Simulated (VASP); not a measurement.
A run of VASP 6.6.1 is set up as follows.

File INCAR:

```
  PREC = Accurate
  ENCUT = 600
  EDIFF = 1E-6
  ISMEAR = -1
  SIGMA = 0.05
  LREAL = False
  LASPH = True
  NELM = 60
  ALGO = Normal
  ISIF = 3
  LWAVE = False
  LCHARG = False
  GGA = B5
  ALDAX = 1.0
  AGGAX = 1.0
  AGGAC = 1.0
  ALDAC = 0.0
  IBRION = 2
  NSW = 60
  EDIFFG = -0.01
```

Contents of KPOINTS:

```
Automatic mesh
0
Gamma
  12 12 12
```

File POSCAR:

```
Pd
1.0
    0.0000000000      1.9465000000      1.9465000000
    1.9465000000      0.0000000000      1.9465000000
    1.9465000000      1.9465000000      0.0000000000
Pd
1
Direct
    0.0000000000      0.0000000000      0.0000000000
```

Potentials or basis: VASP PAW PBE potentials, release 64 (Pd).

The run is started by

```bash
$ cat potpaw_PBE.64/Pd/POTCAR > POTCAR
$ mpirun -np 1 vasp_std > vasp.out
```

Problem. Predict the relaxed volume.

Solution. 16.35 Å³/atom.

Problem. Predict the band gap on the k mesh.

Solution. Zero (band 5 reaches 8.86 eV, above the bottom of band 6 at 7.51 eV).

The path:
```tsv
step	energy change (eV)	largest force (eV/Å)	pressure (GPa)	volume (Å³)
1	0.0000	0.0000	18.49	14.75
2	0.0224	0.0000	-12.28	18.69
3	-0.0821	0.0000	-0.41	16.39
4	-0.0821	0.0000	-0.09	16.35
```

Caveat: the PAW data sets were made with another functional, which shifts forces and pressure a little; the volume moved by +11 % from the deposited cell, more than functionals usually miss. Zero-point motion and thermal expansion aren't in these numbers.
